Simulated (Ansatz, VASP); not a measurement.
One calculation of Al12Cl, two programs

INCAR

```
  ALGO = Normal
  DIPOL = 0.5 0.5 0.306
  EDIFF = 1E-6
  ENCUT = 520
  GGA = PE
  IDIPOL = 3
  ISIF = 2
  ISMEAR = 0
  IVDW = 12
  LASPH = T
  LCHARG = T
  LDIPOL = T
  LELF = T
  LREAL = F
  LVACPOTAV = T
  LVHAR = T
  LWAVE = F
  NBANDS = 34
  NELM = 80
  PREC = Accurate
  SIGMA = 0.1
```

KPOINTS

```
k-points
0
Gamma
  5 5 1
```

POSCAR

```
Al12Cl
1.0
    5.6314608525      0.0000000000      0.0000000000
    0.0000000000      5.6314608525      0.0000000000
    0.0000000000      0.0000000000     21.1495692393
Al Cl
12 1
Direct
    0.2500000000      0.2500000000      0.1891291475
    0.2500000000      0.7500000000      0.1891291475
    0.7500000000      0.2500000000      0.1891291475
    0.7500000000      0.7500000000      0.1891291475
    0.0000000000      0.0000000000      0.2871045368
    0.0000000000      0.5000000000      0.2871045368
    0.5000000000      0.0000000000      0.2871045368
    0.5000000000      0.5000000000      0.2871045368
    0.2500000000      0.2500000000      0.3853302707
    0.2500000000      0.7500000000      0.3853302707
    0.7500000000      0.2500000000      0.3853302707
    0.7500000000      0.7500000000      0.3853302707
    0.3333333333      0.3333333333      0.5271771313
```

Input for Ansatz:

```yaml
crystal:
  lattice:
    - [5.6314608525, 0.0, 0.0]
    - [0.0, 5.6314608525, 0.0]
    - [0.0, 0.0, 21.1495692393]
  atoms:
    - { symbol: Al, position: [0.25, 0.25, 0.1891291475] }
    - { symbol: Al, position: [0.25, 0.75, 0.1891291475] }
    - { symbol: Al, position: [0.75, 0.25, 0.1891291475] }
    - { symbol: Al, position: [0.75, 0.75, 0.1891291475] }
    - { symbol: Al, position: [0.0, 0.0, 0.2871045368] }
    - { symbol: Al, position: [0.0, 0.5, 0.2871045368] }
    - { symbol: Al, position: [0.5, 0.0, 0.2871045368] }
    - { symbol: Al, position: [0.5, 0.5, 0.2871045368] }
    - { symbol: Al, position: [0.25, 0.25, 0.3853302707] }
    - { symbol: Al, position: [0.25, 0.75, 0.3853302707] }
    - { symbol: Al, position: [0.75, 0.25, 0.3853302707] }
    - { symbol: Al, position: [0.75, 0.75, 0.3853302707] }
    - { symbol: Cl, position: [0.3333333333, 0.3333333333, 0.5271771313] }
basis:
  ecutwfc: 420
kpoints:
  mp_grid: { grid: [5, 5, 1] }
hamiltonian:
  xc: pbe
  pseudopotentials: { kind: paw, azcp: { folder: soft_1 } }
  dispersion: d3bj
scf:
  occupations: { method: gaussian, width: 0.1 }
output:
  forces: true
  eigenvalues: true
efield:
  axis: 3
  dipole_correction: true
  ramp_width: 0.04
```

Alike in both runs: task single point; functional PBE; dispersion D3(BJ); k mesh 5 × 5 × 1; occupations gaussian, width 0.1 eV; no spin polarisation.

|  | VASP | Ansatz |
| --- | --- | --- |
| version | VASP 6.6.1 | Ansatz 0.2.0 |
| potentials or method | VASP PAW PBE potentials, release 64 (Al, Cl), cutoff 520 eV | scalar-relativistic, plane waves, PAW |
| valence electrons in the cell | 43 | 43 |

|  | VASP | Ansatz | Ansatz less VASP |
| --- | --- | --- | --- |
| gap on the k mesh at the Fermi level (eV) | none | none | - |
| rms of the force components (eV/Å) | 0.366 | 0.366 | -0.0004 |
| work function, face that differs most (eV) | 4.40 | 4.40 | -0.002 |

Atom by atom the forces differ by 0.001 eV/Å (rms over components). A gap of «none» marks a metal or a gap that the smearing closes.
